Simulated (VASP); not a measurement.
# TaN (P-6m2) in VASP: single point with PBEsol

Aim: the single point of TaN with PBEsol.

All numbers are computed with VASP 6.6.1; they aren't measurements. Logs are shortened: lines on timing, memory, paths and dates and some standing lists are left out, and cuts for length are marked.

### Step 1. The cell of the first run

It takes space group P-6m2 (No. 187, hexagonal). Conventional cell: a = 2.924 Å, b = 2.924 Å, c = 2.870 Å, α = 90.00°, β = 90.00°, γ = 120.00°. Ta (site symmetry -6m2) has 6 N at 2.22 Å and 8 Ta at 2.87 to 2.92 Å within 3.0 Å. Within 3.0 Å of N (site symmetry -6m2) lie 6 Ta at 2.22 Å and 8 N at 2.87 to 2.92 Å.

### Step 2. Single point, PBEsol

File INCAR:

```
ALGO = Fast
EDIFF = 1E-6
ENCUT = 520
GGA = PS
ISIF = 2
ISMEAR = 0
LASPH = T
LCHARG = T
LELF = T
LREAL = F
LVHAR = T
LWAVE = F
NBANDS = 42
NELM = 100
PREC = Accurate
SIGMA = 0.15
```

File KPOINTS:

```
k-points
0
Gamma
  15 15 5
```

File POSCAR:

```
TaN
1.0
    1.4619341542     -2.5321442324      0.0000000000
    0.0000000000      0.0000000000     -2.8704762697
    8.7716049254      5.0642884649      0.0000000000
Ta N
4 4
Direct
    0.5000000000      0.5000000000      0.0833333333
    0.0000000000      0.5000000000      0.3333333333
    0.5000000000      0.5000000000      0.5833333333
    0.0000000000      0.5000000000      0.8333333333
    0.5000000000      0.0000000000      0.2500000000
    0.0000000000      0.0000000000      0.5000000000
    0.5000000000      0.0000000000      0.7500000000
    0.0000000000      0.0000000000      0.0000000000
```

Potentials or basis: VASP PAW PBE potentials, release 64 (Ta_pv, N).

The run is started by

```console
$ cat potpaw_PBE.64/Ta_pv/POTCAR potpaw_PBE.64/N/POTCAR > POTCAR
$ mpirun -np 1 vasp_std > vasp.out
```

OUTCAR:

```text
EDIFF = 1E-6
   ENCUT = 520
   GGA = PS
   ISIF = 2
   ISMEAR = 0
   LASPH = T
   LREAL = F
   NELM = 100
   PREC = Accurate

 ion  position               nearest neighbor table
   1  0.500  0.500  0.083-   8 2.22   8 2.22   8 2.22   8 2.22   5 2.22   5 2.22   2 2.92   4 2.92
                             2 2.92   4 2.92
   2  0.000  0.500  0.333-   5 2.22   5 2.22   5 2.22   5 2.22   6 2.22   6 2.22   3 2.92   1 2.92
                             1 2.92   3 2.92
   3  0.500  0.500  0.583-   6 2.22   6 2.22   6 2.22   6 2.22   7 2.22   7 2.22   4 2.92   2 2.92
                             2 2.92   4 2.92
   4  0.000  0.500  0.833-   7 2.22   7 2.22   7 2.22   7 2.22   8 2.22   8 2.22   1 2.92   3 2.92
                             1 2.92   3 2.92
   5  0.500  0.000  0.250-   2 2.22   2 2.22   2 2.22   2 2.22   1 2.22   1 2.22
   6  0.000  0.000  0.500-   3 2.22   3 2.22   3 2.22   3 2.22   2 2.22   2 2.22
   7  0.500  0.000  0.750-   4 2.22   4 2.22   4 2.22   4 2.22   3 2.22   3 2.22
   8  0.000  0.000  0.000-   1 2.22   1 2.22   1 2.22   1 2.22   4 2.22   4 2.22

  LATTYP: Found a simple orthorhombic cell.
 ALAT       =     2.8704762697
 B/A-ratio  =     1.0186004111
 C/A-ratio  =     3.5285353294

  Lattice vectors:

 A1 = (   0.0000000000,   0.0000000000,   2.8704762697)
 A2 = (   1.4619341542,  -2.5321442324,   0.0000000000)
 A3 = (   8.7716049254,   5.0642884649,   0.0000000000)

Analysis of symmetry for initial positions (statically):
=====================================================================
 Subroutine PRICEL returns following result:

  LATTYP: Found a hexagonal cell.
 ALAT       =     2.9238683085
 C/A-ratio  =     0.9817392464

  Lattice vectors:

 A1 = (   2.9238683085,   0.0000000000,   0.0000000000)
 A2 = (  -1.4619341542,  -2.5321442324,   0.0000000000)
 A3 = (   0.0000000000,   0.0000000000,  -2.8704762697)

   4 primitive cells build up your supercell.

 Routine SETGRP: Setting up the symmetry group for a
 simple orthorhombic supercell.

 Subroutine GETGRP returns: Found  4 space group operations
 (whereof  4 operations were pure point group operations)
 out of a pool of  8 trial point group operations.

The static configuration has the point symmetry C_2v.

Analysis of symmetry for dynamics (positions and initial velocities):
=====================================================================
 Subroutine PRICEL returns following result:

  LATTYP: Found a hexagonal cell.
 ALAT       =     2.9238683085
 C/A-ratio  =     0.9817392464

  Lattice vectors:

 A1 = (   2.9238683085,   0.0000000000,   0.0000000000)
 A2 = (  -1.4619341542,  -2.5321442324,   0.0000000000)
 A3 = (   0.0000000000,   0.0000000000,  -2.8704762697)

   4 primitive cells build up your supercell.

 Routine SETGRP: Setting up the symmetry group for a
 simple orthorhombic supercell.

 Subroutine GETGRP returns: Found  4 space group operations
 (whereof  4 operations were pure point group operations)
 out of a pool of  8 trial point group operations.

The dynamic configuration has the point symmetry C_2v.

 Subroutine INISYM returns: Found  4 space group operations
 (whereof  4 operations are pure point group operations),
 and found     4 'primitive' translations

----------------------------------------------------------------------------------------

                                     Primitive cell

  volume of cell :      21.2520

  direct lattice vectors                    reciprocal lattice vectors
     2.923868308  0.000000000  0.000000000     0.342012668 -0.197461106  0.000000000
    -1.461934154 -2.532144232  0.000000000     0.000000000 -0.394922211  0.000000000
     0.000000000  0.000000000 -2.870476270     0.000000000  0.000000000 -0.348374244

  length of vectors
     2.923868308  2.923868308  2.870476270     0.394922211  0.394922211  0.348374244

  position of ions in fractional coordinates (direct lattice)
     0.666666667  0.333333333  0.500000000
     1.000000000  0.000000000  0.000000000

  ion indices of the primitive-cell ions
   primitive index   ion index
                 1           1
                 2           5

----------------------------------------------------------------------------------------

 KPOINTS: k-points

Automatic generation of k-mesh.
 Grid dimensions read from file:
 generate k-points for:   15   15    5

 Generating k-lattice:

  Cartesian coordinates                     Fractional coordinates (reciprocal lattice)
     0.011400422 -0.019746111  0.000000000     0.066666667  0.000000000  0.000000000
     0.000000000  0.000000000 -0.023224950     0.000000000  0.066666667  0.000000000
     0.017100633  0.009873055  0.000000000     0.000000000  0.000000000  0.200000000

  Length of vectors
     0.022800845  0.023224950  0.019746111

  Shift w.r.t. Gamma in fractional coordinates (k-lattice)
     0.000000000  0.000000000  0.000000000

 Subroutine IBZKPT returns following result:
 ===========================================

 Found    192 irreducible k-points:

 Following reciprocal coordinates:
            Coordinates               Weight
  0.000000  0.000000  0.000000      1.000000
  0.066667  0.000000  0.000000      2.000000
  0.133333  0.000000  0.000000      2.000000
  0.200000  0.000000 -0.000000      2.000000
  0.266667  0.000000  0.000000      2.000000
  0.333333  0.000000  0.000000      2.000000
[... 16 lines left out ...]
  0.400000  0.133333  0.000000      4.000000
  0.466667  0.133333 -0.000000      4.000000
 [... further k-points ...]
   k-points           NKPTS =    192   k-points in BZ     NKDIM =    192   number of bands    NBANDS=     42
   number of dos      NEDOS =    301   number of ions     NIONS =      8
   total plane-waves  NPLWV =  46080
   dimension x,y,z NGX =    24 NGY =   24 NGZ =   80
   dimension x,y,z NGXF=    48 NGYF=   48 NGZF=  160
   ions per type =               4   4
   NGX,Y,Z   is equivalent  to a cutoff of  13.65, 13.90, 13.13 a.u.
   NGXF,Y,Z  is equivalent  to a cutoff of  27.29, 27.80, 26.26 a.u.
 SYSTEM =  unknown system
   PREC   = accura    normal or accurate (medium, high low for compatibility)
   ISTART =      0    job   : 0-new  1-cont  2-samecut
   ICHARG =      2    charge: 1-file 2-atom 10-const
   ISPIN  =      1    spin polarized calculation?
   LNONCOLLINEAR =      F non collinear calculations
   LSORBIT =      F    spin-orbit coupling
   LASPH  =      T    aspherical Exc in radial PAW
   ENCUT  =  520.0 eV  38.22 Ry    6.18 a.u.   5.44  5.34 18.83*2*pi/ulx,y,z
   NELM   =    100;   NELMIN=  2; NELMDL= -5     # of ELM steps
   EDIFF  = 0.1E-05   stopping-criterion for ELM
   LREAL  =      F    real-space projection
   EDIFFG = 0.1E-04   stopping-criterion for IOM
   NSW    =      0    number of steps for IOM
   IBRION =     -1    ionic relax: 0-MD 1-quasi-New 2-CG
   NFREE  =      0    steps in history (QN), initial steepest desc. (CG)
   ISIF   =      2    stress and relaxation
   ISYM   =      2    0-nonsym 1-usesym 2-fastsym
   POTIM  = 0.5000    time-step for ionic-motion
   TEBEG  =    0.0;   TEEND  =   0.0 temperature during run
   PSTRESS=    0.0 pullay stress
   NELECT =      64.0000    total number of electrons
   NUPDOWN=      -1.0000    fix difference up-down
   EMIN   =  10.00;   EMAX   =-10.00  energy-range for DOS
   EFERMI =   0.00;   METHOD = LEGACY
   ISMEAR =     0;   SIGMA  =   0.15  broadening in eV -4-tet -1-fermi 0-gaus
   EFERMI_NEDOS =   21; number of points for ismear=-14 and -15
   IALGO  =     68    algorithm
   IMIX   =      4    mixing-type and parameters
     AMIX     =   0.40;   BMIX     =  1.00
     AMIX_MAG =   1.60;   BMIX_MAG =  1.00
  volume/ion in A,a.u.               =      10.63        71.71
  Fermi-wavevector in a.u.,A,eV,Ry     =   1.489297  2.814364 30.177813  2.218007
  Thomas-Fermi vector in A             =   2.602224
   LORBIT       =      0    0 simple, 1 ext, 2 COOP (PROOUT), +10 PAW based schemes
   GGA     = PS    functional components
   LHFCALC =     F    Hartree Fock is set to
   AEXX    =    0.0000 exact exchange contribution
   IVDW    =     0    specifies the selected vdW correction
   LEPSILON=     F    determine dielectric tensor
   LRPA    =     F    only Hartree local field effects (RPA)
 non-spin polarized calculation
 RMM-DIIS sequential band-by-band and
 Gauss-broadening in eV      SIGMA  =   0.15
  energy-cutoff  :      520.00
  volume of cell :       85.01
 maximum number of plane-waves:      2319
 NGX is ok and might be reduce to    24
   NGX = 11   NGY = 11   NGZ = 37

 number of electron      64.0000002 magnetization

 Free energy of the ion-electron system (eV)
  ---------------------------------------------------
  ext. energy  EPLUGINS =         0.00000000
  ---------------------------------------------------
  free energy    TOTEN  =       -95.22339257 eV

  energy without entropy =      -95.22055086  energy(sigma->0) =      -95.22197171

 E-fermi :   8.2088     XC(G=0): -13.5819

 val. band max:        8.1638261318   @ k =   0.0000   0.2667   0.0000
 cond. band min:       8.2163592493   @ k =   0.0000   0.4000   0.0000
 fundamental gap:      0.0525331175
 Fermi energy:         8.2087773367

 k-point     1 :       0.0000    0.0000    0.0000
  band No.  band energies     occupation
      1     -27.3199      2.00000
      2     -26.7976      2.00000
      3     -26.7976      2.00000
      4     -26.5007      2.00000
      5     -26.4728      2.00000
      6     -26.4247      2.00000
[... 34 lines left out ...]
     41      12.3308      0.00000
     42      12.3687      0.00000

 k-point     2 :       0.0667    0.0000    0.0000
  band No.  band energies     occupation
      1     -27.3054      2.00000
      2     -26.8081      2.00000
      3     -26.8081      2.00000
      4     -26.5044      2.00000
      5     -26.4957      2.00000
      6     -26.4214      2.00000
[... 979 lines left out ...]
     41      11.9523      0.00000
     42      13.0531      0.00000

 k-point    24 :       0.4667    0.1333   -0.0000
  band No.  band energies     occupation
      1     -27.2835      2.00000
      2     -27.2835      2.00000
      3     -27.1013      2.00000
      4     -27.0764      2.00000
      5     -26.7282      2.00000
      6     -26.6166      2.00000
[... 34 lines left out ...]
     41      12.5700      0.00000
     42      13.3486      0.00000

 [... further k-points ...]

------------------------ aborting loop because EDIFF is reached ----------------------------------------

  FORCE on cell =-STRESS in cart. coord.  units (eV):
  Direction    XX          YY          ZZ          XY          YZ          ZX
  --------------------------------------------------------------------------------------
  -------------------------------------------------------------------------------------
  Total        0.4346261      0.4342819      0.5812451      0.0002981      0.0000000     -0.0000000
  in kB        8.1915521      8.1850650     10.9549313      0.0056180      0.0000000     -0.0000000
  external PRESSURE =       9.1105162 kB  Pullay stress =       0.0000000 kB

 VOLUME and BASIS-vectors are now :
 -----------------------------------------------------------------------------
  energy-cutoff  :      520.00
  volume of cell :       85.01
      direct lattice vectors                 reciprocal lattice vectors
     1.461934154 -2.532144232  0.000000000     0.171006334 -0.296191659  0.000000000
     0.000000000  0.000000000 -2.870476270     0.000000000  0.000000000 -0.348374244
     8.771604925  5.064288465  0.000000000     0.085503167  0.049365276  0.000000000

 POSITION                                       TOTAL-FORCE (eV/Angst)
 -----------------------------------------------------------------------------------
      1.46193     -0.84405     -1.43524        -0.000071     -0.000041      0.000000
      2.92387      1.68810     -1.43524        -0.000071     -0.000041     -0.000000
      5.84774      1.68810     -1.43524        -0.000071     -0.000041     -0.000000
      7.30967      4.22024     -1.43524        -0.000071     -0.000041      0.000000
      2.92387      0.00000      0.00000         0.000071      0.000041      0.000000
      4.38580      2.53214      0.00000         0.000071      0.000041      0.000000
      7.30967      2.53214      0.00000         0.000071      0.000041      0.000000
      0.00000      0.00000      0.00000         0.000071      0.000041      0.000000
 -----------------------------------------------------------------------------------
    total drift:                                0.000166      0.000096      0.000000

  FREE ENERGIE OF THE ION-ELECTRON SYSTEM (eV)
  ---------------------------------------------------
  free  energy   TOTEN  =       -95.2233925712 eV

  energy  without entropy=      -95.2205508563  energy(sigma->0) =      -95.22197171
```

It took 22 min on 1 thread of Oxide Virtual Turin-like, shared host; peak memory 0.55 GiB.

What came out:

| Item | Value |
| --- | --- |
| Free energy | -95.2234 eV |
| Pressure | 0.9 GPa |
| Band gap on the k mesh | zero (bands 32 and 33 overlap by 0.31 eV) |

Stress tensor (GPa, compression positive):
```
0.82 0.00 0.00
0.00 0.82 0.00
0.00 0.00 1.10
```

Caveat: the PAW data sets were made with another functional, which shifts forces and pressure a little; spin-orbit coupling is left out, which moves the levels of the heavy elements.

The gap in the log of VASP goes by the Fermi energy; the results here count the filled bands.